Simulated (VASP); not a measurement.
Be2CdS2, 5 atoms in the cell. Symmetry: P6/mmm, No. 191, hexagonal system. The conventional cell has a = 4.520 Å, b = 4.520 Å, c = 4.461 Å, α = 90.00°, β = 90.00°, γ = 120.00°. Be (site symmetry -6m2) has 2 S at 2.23 Å and 3 Be at 2.61 Å and 3 Cd at 2.61 Å within 2.9 Å. Within 3.4 Å of Cd (site symmetry 6/mmm) lie 6 Be at 2.61 Å. S (site symmetry -6m2) has 2 Be at 2.23 Å and 3 S at 2.61 Å within 2.9 Å. 

| Property | Result |
| --- | --- |
| Program | VASP 6.6.1 |
| Task | single point |
| Functional | PBE |
| Potentials or basis | VASP PAW PBE potentials, release 64 (Be, Cd, S) |
| Cutoff | 520 eV |
| k mesh | 6 × 6 × 4 |
| Occupations | gaussian, width 0.1 eV |
| Spin | no spin polarisation |
| Dipole correction | no |
| Further INCAR settings | ALGO = Normal; EDIFF = 1e-06; NBANDS = 22 |

Potentials or basis: VASP PAW PBE potentials, release 64 (Be, Cd, S).

The run is started by

```console
$ cat potpaw_PBE.64/Be/POTCAR potpaw_PBE.64/Cd/POTCAR potpaw_PBE.64/S/POTCAR > POTCAR
$ mpirun -np 1 vasp_std > vasp.out
```

Hardware: 1 thread of Intel(R) Xeon(R) 6975P-C (Granite Rapids), with other jobs on the host.

Question: Estimate the wall time of this run.

Answer: It took 20 s on 1 thread of Intel(R) Xeon(R) 6975P-C (Granite Rapids), with other jobs on the host, peak memory 0.22 GiB. Counts: scf iterations 13, k points 21.
